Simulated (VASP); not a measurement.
# CuI (F-43m) in VASP: a series of runs

The runs below take CuI through single point, with PBE.

All numbers are computed with VASP 6.6.1; they aren't measurements. Logs are shortened: lines on timing, memory, paths and dates and some standing lists are left out, and cuts for length are marked.

**1. The cell of the first run**

Symmetry: F-43m, No. 216, cubic system. Conventional cell: a = 6.078 Å, b = 6.078 Å, c = 6.078 Å, α = 90.00°, β = 90.00°, γ = 90.00°. Cu (site symmetry -43m) has 4 I at 2.63 Å within 3.5 Å. Within 3.5 Å of I (site symmetry -43m) lie 4 Cu at 2.63 Å.

**2. Single point, PBE**

The input, INCAR:

```
ALGO = Normal
EDIFF = 1E-6
ENCUT = 520
GGA = PE
ISIF = 2
ISMEAR = 0
LASPH = T
LCHARG = F
LREAL = F
LWAVE = F
NBANDS = 16
NELM = 100
PREC = Accurate
SIGMA = 0.02
```

The input, KPOINTS:

```
k-points
0
Gamma
  8 8 8
```

The input, POSCAR:

```
CuI
1.0
    0.0000000000      3.0390034186      3.0390034186
    3.0390034186      0.0000000000      3.0390034186
    3.0390034186      3.0390034186      0.0000000000
Cu I
1 1
Direct
    0.7500000000      0.7500000000      0.7500000000
    0.0000000000      0.0000000000      0.0000000000
```

Potentials or basis: VASP PAW PBE potentials, release 64 (Cu, I).

Command:

```bash
$ cat potpaw_PBE.64/Cu/POTCAR potpaw_PBE.64/I/POTCAR > POTCAR
$ mpirun -np 1 vasp_std > vasp.out
```

OUTCAR:

```text
EDIFF = 1E-6
   ENCUT = 520
   GGA = PE
   ISIF = 2
   ISMEAR = 0
   LASPH = T
   LREAL = F
   NELM = 100
   PREC = Accurate

 ion  position               nearest neighbor table
   1  0.750  0.750  0.750-   2 2.63   2 2.63   2 2.63   2 2.63
   2  0.000  0.000  0.000-   1 2.63   1 2.63   1 2.63   1 2.63

  LATTYP: Found a face centered cubic cell.
 ALAT       =     6.0780068372

  Lattice vectors:

 A1 = (   0.0000000000,   3.0390034186,   3.0390034186)
 A2 = (   3.0390034186,   0.0000000000,   3.0390034186)
 A3 = (   3.0390034186,   3.0390034186,   0.0000000000)

Analysis of symmetry for initial positions (statically):
=====================================================================
 Subroutine PRICEL returns:
 Original cell was already a primitive cell.

 Routine SETGRP: Setting up the symmetry group for a
 face centered cubic supercell.

 Subroutine GETGRP returns: Found 24 space group operations
 (whereof 24 operations were pure point group operations)
 out of a pool of 48 trial point group operations.

The static configuration has the point symmetry T_d .

Analysis of symmetry for dynamics (positions and initial velocities):
=====================================================================
 Subroutine PRICEL returns:
 Original cell was already a primitive cell.

 Routine SETGRP: Setting up the symmetry group for a
 face centered cubic supercell.

 Subroutine GETGRP returns: Found 24 space group operations
 (whereof 24 operations were pure point group operations)
 out of a pool of 48 trial point group operations.

The dynamic configuration has the point symmetry T_d .

 Subroutine INISYM returns: Found 24 space group operations
 (whereof 24 operations are pure point group operations),
 and found     1 'primitive' translations

----------------------------------------------------------------------------------------

                                     Primitive cell

  volume of cell :      56.1337

  direct lattice vectors                    reciprocal lattice vectors
     0.000000000  3.039003419  3.039003419    -0.164527620  0.164527620  0.164527620
     3.039003419  0.000000000  3.039003419     0.164527620 -0.164527620  0.164527620
     3.039003419  3.039003419  0.000000000     0.164527620  0.164527620 -0.164527620

  length of vectors
     4.297799851  4.297799851  4.297799851     0.284970197  0.284970197  0.284970197

  position of ions in fractional coordinates (direct lattice)
     0.750000000  0.750000000  0.750000000
[... 77 lines left out ...]
   NELM   =    100;   NELMIN=  2; NELMDL= -5     # of ELM steps
   EDIFF  = 0.1E-05   stopping-criterion for ELM
   LREAL  =      F    real-space projection
   EDIFFG = 0.1E-04   stopping-criterion for IOM
   NSW    =      0    number of steps for IOM
   IBRION =     -1    ionic relax: 0-MD 1-quasi-New 2-CG
   NFREE  =      0    steps in history (QN), initial steepest desc. (CG)
   ISIF   =      2    stress and relaxation
   ISYM   =      2    0-nonsym 1-usesym 2-fastsym
   POTIM  = 0.5000    time-step for ionic-motion
   TEBEG  =    0.0;   TEEND  =   0.0 temperature during run
   PSTRESS=    0.0 pullay stress
   NELECT =      18.0000    total number of electrons
   NUPDOWN=      -1.0000    fix difference up-down
   EMIN   =  10.00;   EMAX   =-10.00  energy-range for DOS
   EFERMI =   0.00;   METHOD = LEGACY
   ISMEAR =     0;   SIGMA  =   0.02  broadening in eV -4-tet -1-fermi 0-gaus
   EFERMI_NEDOS =   21; number of points for ismear=-14 and -15
   IALGO  =     38    algorithm
   IMIX   =      4    mixing-type and parameters
     AMIX     =   0.40;   BMIX     =  1.00
     AMIX_MAG =   1.60;   BMIX_MAG =  1.00
  volume/ion in A,a.u.               =      28.07       189.40
  Fermi-wavevector in a.u.,A,eV,Ry     =   1.120533  2.117499 17.083383  1.255593
  Thomas-Fermi vector in A             =   2.257180
   LORBIT       =      0    0 simple, 1 ext, 2 COOP (PROOUT), +10 PAW based schemes
   GGA     = PE    functional components
   LHFCALC =     F    Hartree Fock is set to
   AEXX    =    0.0000 exact exchange contribution
   IVDW    =     0    specifies the selected vdW correction
   LEPSILON=     F    determine dielectric tensor
   LRPA    =     F    only Hartree local field effects (RPA)
 non-spin polarized calculation
 Gauss-broadening in eV      SIGMA  =   0.02
  energy-cutoff  :      520.00
  volume of cell :       56.13
 maximum number of plane-waves:      1540
   NGX = 15   NGY = 15   NGZ = 15

 number of electron      18.0000012 magnetization

 Free energy of the ion-electron system (eV)
  ---------------------------------------------------
  ext. energy  EPLUGINS =         0.00000000
  ---------------------------------------------------
  free energy    TOTEN  =        -5.56257144 eV

  energy without entropy =       -5.56257144  energy(sigma->0) =       -5.56257144

 E-fermi :   4.4646     XC(G=0):  -8.9033

 val. band max:        4.3487206053   @ k =   0.0000   0.0000   0.0000
 cond. band min:       5.4738345779   @ k =   0.0000   0.0000   0.0000
 fundamental gap:      1.1251139726
 Fermi energy:         4.4646427594

 k-point     1 :       0.0000    0.0000    0.0000
  band No.  band energies     occupation
      1      -9.6203      2.00000
      2       0.7442      2.00000
      3       0.7442      2.00000
      4       0.7442      2.00000
      5       2.5267      2.00000
      6       2.5267      2.00000
[... 433 lines left out ...]
      3       0.2086      2.00000
      4       0.7157      2.00000
      5       2.4641      2.00000
      6       2.5380      2.00000
[... 8 lines left out ...]
     15      15.0813      0.00000
     16      15.6304      0.00000

 [... further k-points ...]

------------------------ aborting loop because EDIFF is reached ----------------------------------------

  FORCE on cell =-STRESS in cart. coord.  units (eV):
  Direction    XX          YY          ZZ          XY          YZ          ZX
  --------------------------------------------------------------------------------------
  -------------------------------------------------------------------------------------
  Total        0.1302575      0.1302575      0.1302575      0.0000000      0.0000000      0.0000000
  in kB        3.7178330      3.7178330      3.7178330      0.0000000      0.0000000      0.0000000
  external PRESSURE =       3.7178330 kB  Pullay stress =       0.0000000 kB

 VOLUME and BASIS-vectors are now :
 -----------------------------------------------------------------------------
  energy-cutoff  :      520.00
  volume of cell :       56.13
      direct lattice vectors                 reciprocal lattice vectors
     0.000000000  3.039003419  3.039003419    -0.164527620  0.164527620  0.164527620
     3.039003419  0.000000000  3.039003419     0.164527620 -0.164527620  0.164527620
     3.039003419  3.039003419  0.000000000     0.164527620  0.164527620 -0.164527620

 POSITION                                       TOTAL-FORCE (eV/Angst)
 -----------------------------------------------------------------------------------
      4.55851      4.55851      4.55851        -0.000000     -0.000000     -0.000000
      0.00000      0.00000      0.00000         0.000000      0.000000      0.000000
 -----------------------------------------------------------------------------------
    total drift:                               -0.000001     -0.000001     -0.000001

  FREE ENERGIE OF THE ION-ELECTRON SYSTEM (eV)
  ---------------------------------------------------
  free  energy   TOTEN  =        -5.5625714431 eV

  energy  without entropy=       -5.5625714431  energy(sigma->0) =       -5.56257144
```

Wall time 16 s (1 thread of Intel Xeon 6975P-C (Granite Rapids), shared host); peak memory 0.18 GiB.

Results:

* Free energy: -5.5626 eV
* Pressure: 0.4 GPa
* Band gap on the k mesh: 1.13 eV, direct

Caveat: spin-orbit coupling is left out, which moves the levels of the heavy elements.

**3. Single point, PBE, collinear spin, ferromagnetic start**

This run uses another cell than the first one, of 27.86 Å³/atom, 0.993 times its volume.

The input, INCAR:

```
PREC = Accurate
ENCUT = 520
EDIFF = 1E-6
ISMEAR = 0
SIGMA = 0.1
LREAL = False
LASPH = True
NELM = 150
ALGO = Normal
ISIF = 2
LWAVE = False
LCHARG = True
ISPIN = 2
MAGMOM = 1 0
LORBIT = 11
LMAXMIX = 4
GGA = PE
LELF = True
LVHAR = True
NBANDS = 20
```

The input, KPOINTS:

```
Automatic mesh
0
Gamma
  6 6 6
```

The input, POSCAR:

```
CuI
1.0
    0.0000000000      3.0315000000      3.0315000000
    3.0315000000      0.0000000000      3.0315000000
    3.0315000000      3.0315000000      0.0000000000
Cu I
1 1
Direct
    0.7500000000      0.7500000000      0.7500000000
    0.0000000000      0.0000000000      0.0000000000
```

Potentials or basis: VASP PAW PBE potentials, release 64 (Cu, I).

Command:

```bash
$ cat potpaw_PBE.64/Cu/POTCAR potpaw_PBE.64/I/POTCAR > POTCAR
$ mpirun -np 1 vasp_std > vasp.out
```

OUTCAR:

```text
PREC = Accurate
   ENCUT = 520
   EDIFF = 1E-6
   ISMEAR = 0
   LREAL = False
   LASPH = True
   NELM = 150
   ISIF = 2
   ISPIN = 2
   LORBIT = 11
   GGA = PE

 ion  position               nearest neighbor table
   1  0.750  0.750  0.750-   2 2.63   2 2.63   2 2.63   2 2.63
   2  0.000  0.000  0.000-   1 2.63   1 2.63   1 2.63   1 2.63

  LATTYP: Found a face centered cubic cell.
 ALAT       =     6.0630000000

  Lattice vectors:

 A1 = (   0.0000000000,   3.0315000000,   3.0315000000)
 A2 = (   3.0315000000,   0.0000000000,   3.0315000000)
 A3 = (   3.0315000000,   3.0315000000,   0.0000000000)

Analysis of symmetry for initial positions (statically):
=====================================================================
 Subroutine PRICEL returns:
 Original cell was already a primitive cell.

 Routine SETGRP: Setting up the symmetry group for a
 face centered cubic supercell.

 Subroutine GETGRP returns: Found 24 space group operations
 (whereof 24 operations were pure point group operations)
[... 556 lines left out ...]
      4       0.7932      1.00000
      5       2.5805      1.00000
      6       2.5805      1.00000
[... 357 lines left out ...]
     19      20.3760      0.00000
     20      20.6107      0.00000

------------------------ aborting loop because EDIFF is reached ----------------------------------------

  FORCE on cell =-STRESS in cart. coord.  units (eV):
  Direction    XX          YY          ZZ          XY          YZ          ZX
  --------------------------------------------------------------------------------------
  -------------------------------------------------------------------------------------
  Total        0.1404635      0.1404635      0.1404635      0.0000000     -0.0000000      0.0000000
  in kB        4.0389781      4.0389781      4.0389781      0.0000000     -0.0000000      0.0000000
  external PRESSURE =       4.0389781 kB  Pullay stress =       0.0000000 kB

 VOLUME and BASIS-vectors are now :
 -----------------------------------------------------------------------------
  energy-cutoff  :      520.00
  volume of cell :       55.72
      direct lattice vectors                 reciprocal lattice vectors
     0.000000000  3.031500000  3.031500000    -0.164934851  0.164934851  0.164934851
     3.031500000  0.000000000  3.031500000     0.164934851 -0.164934851  0.164934851
     3.031500000  3.031500000  0.000000000     0.164934851  0.164934851 -0.164934851

 POSITION                                       TOTAL-FORCE (eV/Angst)
 -----------------------------------------------------------------------------------
      4.54725      4.54725      4.54725         0.000000      0.000000      0.000000
      0.00000      0.00000      0.00000        -0.000000     -0.000000     -0.000000
 -----------------------------------------------------------------------------------
    total drift:                               -0.000001     -0.000001     -0.000001

  FREE ENERGIE OF THE ION-ELECTRON SYSTEM (eV)
  ---------------------------------------------------
  free  energy   TOTEN  =        -5.5597505554 eV

  energy  without entropy=       -5.5597505554  energy(sigma->0) =       -5.55975056

 total charge

# of ion       s       p       d       tot
------------------------------------------
    1        0.326   0.261   9.334   9.921
    2        1.492   2.762   0.053   4.308
--------------------------------------------------
tot          1.819   3.023   9.387  14.229

 magnetization (x)

# of ion       s       p       d       tot
------------------------------------------
    1       -0.000  -0.000   0.000   0.000
    2        0.000   0.000  -0.000   0.000
--------------------------------------------------
tot          0.000   0.000   0.000   0.000
```

Wall time 21 s (1 thread of Intel Xeon 6975P-C (Granite Rapids), shared host); peak memory 0.21 GiB.

What came out:

```
Free energy                                           : -5.5598 eV
Pressure                                              : 0.4 GPa
Band gap on the k mesh                                : 1.14 eV, direct
Net moment                                            : 0.00 μB per cell
Valence electrons inside the program's atomic spheres : Cu 9.92; I 4.31
```

Caveat: spin-orbit coupling is left out, which moves the levels of the heavy elements.
